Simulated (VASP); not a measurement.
A run of VASP 6.6.1 is set up as follows.

File INCAR:

```
PREC = Accurate ; ENCUT = 520
EDIFF = 1E-6 ; ISMEAR = 0
SIGMA = 0.15 ; LREAL = F
LASPH = T ; NELM = 60
ALGO = Fast ; ISIF = 2
LWAVE = F ; LCHARG = F
GGA = PE ; IVDW = 12
NBANDS = 31
```

The input KPOINTS:

```
regular mesh
0
Gamma
  14 14 5
```

POSCAR

```
PtSe2
1.0
   -3.7240006046      0.0000000000      0.0000000000
   -1.8620003023     -3.2250791273      0.0000000000
   -1.1172001814      0.0000000000     10.1240000000
Pt Se
2 4
Direct
   -0.2250000000      0.0000000000      0.7500000000
   -0.0750000000      0.0000000000      0.2500000000
    0.0708333333      0.3333333333      0.8750000000
    0.2208333333      0.3333333333      0.3750000000
    0.6291666667      0.6666666667      0.1250000000
    0.4791666667      0.6666666667      0.6250000000
```

Potentials or basis: VASP PAW PBE potentials, release 64 (Pt, Se).

Launch:

```console
$ cat potpaw_PBE.64/Pt/POTCAR potpaw_PBE.64/Se/POTCAR > POTCAR
$ mpirun -np 1 vasp_std > vasp.out
```

(1) What does it give for the band gap on the k mesh?

(2) What does it give for the largest force?

Answers

(1) zero (bands 22 and 23 overlap by 0.60 eV).

(2) 0.650 eV/Å.

Caveat: spin-orbit coupling is left out, which moves the levels of the heavy elements.
